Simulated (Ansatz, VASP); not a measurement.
SiO2: VASP beside Ansatz

File INCAR:

```
SYSTEM = SiO2
PREC = Accurate
ENCUT = 520
EDIFF = 1E-7
ISMEAR = 0
SIGMA = 0.05
LREAL = .False.
LASPH = .True.
NELM = 100
ALGO = Normal
ISIF = 2
LWAVE = .False.
LCHARG = .False.
GGA = PE
NBANDS = 25
```

File KPOINTS:

```
regular mesh
0
Gamma
  6 6 10
  0 0 0
```

Contents of POSCAR:

```
SiO2
1.0
    4.2168801814      0.0000000000      0.0000000000
    0.0000000000      4.2168801814      0.0000000000
    0.0000000000      0.0000000000      2.9311534141
Si O
2 4
Direct
    0.5000000000      0.5000000000      0.5000000000
    0.0000000000      0.0000000000      0.0000000000
    0.6930127928      0.6930127928      0.0000000000
    0.1930127928      0.8069872072      0.5000000000
    0.3069872072      0.3069872072      0.0000000000
    0.8069872072      0.1930127928      0.5000000000
```

Input for Ansatz:

```yaml
crystal:
  lattice:
    - [4.2168801814, 0.0, 0.0]
    - [0.0, 4.2168801814, 0.0]
    - [0.0, 0.0, 2.9311534141]
  atoms:
    - { symbol: Si, position: [0.5, 0.5, 0.5] }
    - { symbol: Si, position: [0.0, 0.0, 0.0] }
    - { symbol: O, position: [0.6930127928, 0.6930127928, 0.0] }
    - { symbol: O, position: [0.1930127928, 0.8069872072, 0.5] }
    - { symbol: O, position: [0.3069872072, 0.3069872072, 0.0] }
    - { symbol: O, position: [0.8069872072, 0.1930127928, 0.5] }
basis:
  ecutwfc: 520.0
kpoints:
  mp_grid: { grid: [6, 6, 10] }
hamiltonian:
  xc: pbe
  pseudopotentials: { kind: paw, azcp: { folder: soft_1 } }
scf:
  occupations: { method: gaussian, width: 0.05 }
output:
  forces: true
  stress: true
  eigenvalues: true
  write_density: true
  write_potential: true
  elf: true
  volumetric_format: npy
```

Alike in both runs: task single point; functional PBE; k mesh 6 × 6 × 10; occupations gaussian, width 0.05 eV; no spin polarisation.

|  | VASP | Ansatz |
| --- | --- | --- |
| version | VASP 6.6.1 | Ansatz 0.2.0 |
| potentials or method | VASP PAW PBE potentials, release 64 (Si, O), cutoff 520 eV | scalar-relativistic, plane waves, PAW |
| valence electrons in the cell | 32 | 32 |

|  | VASP | Ansatz | Ansatz less VASP |
| --- | --- | --- | --- |
| gap on the k mesh at the Fermi level (eV) | 3.39 | 3.41 | +0.021 |
| least direct gap on the mesh (eV) | 3.39 | 3.41 | +0.021 |
| pressure (GPa) | -21.5 | -21.7 | -0.23 |
| traceless stress, the component that is largest in VASP (GPa) | -22.19 | -22.39 | -0.200 |
| rms of the force components (eV/Å) | 0.166 | 0.166 | +0.0003 |

Atom by atom the forces differ by 0.000 eV/Å (rms over components).
